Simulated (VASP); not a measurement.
A run of VASP 6.6.1:

The input INCAR:

```
  ALGO = Normal
  EDIFF = 1E-7
  ENCUT = 520
  GGA = PS
  ISIF = 2
  ISMEAR = 0
  LASPH = True
  LCHARG = False
  LREAL = False
  LWAVE = False
  NBANDS = 27
  NELM = 60
  PREC = Accurate
  SIGMA = 0.1
```

Contents of KPOINTS:

```
k-points
0
Gamma
  12 12 4
```

File POSCAR:

```
Re2C
1.0
    2.7395839633      0.0000000000      0.0000000000
   -1.3697919817      2.3725493080      0.0000000000
    0.0000000000      0.0000000000      9.5692179975
Re C
4 2
Direct
    0.3333333333      0.6666666667      0.6079827677
    0.6666666667      0.3333333333      0.1079827677
    0.6666666667      0.3333333333      0.3920172323
    0.3333333333      0.6666666667      0.8920172323
    0.3333333333      0.6666666667      0.2500000000
    0.6666666667      0.3333333333      0.7500000000
```

Potentials or basis: VASP PAW PBE potentials, release 64 (Re, C).

The run is started by

```console
$ cat potpaw_PBE.64/Re/POTCAR potpaw_PBE.64/C/POTCAR > POTCAR
$ mpirun -np 1 vasp_std > vasp.out
```

Hardware: 1 thread of AMD EPYC 7R43 64-Core Processor (Zen 3), with other jobs on the host.

Problem. How long does it take, and how much memory?

Solution. It took 3.4 min on 1 thread of AMD EPYC 7R43 64-Core Processor (Zen 3), with other jobs on the host, peak memory 0.19 GiB. Counts: scf iterations 16, k points 57.
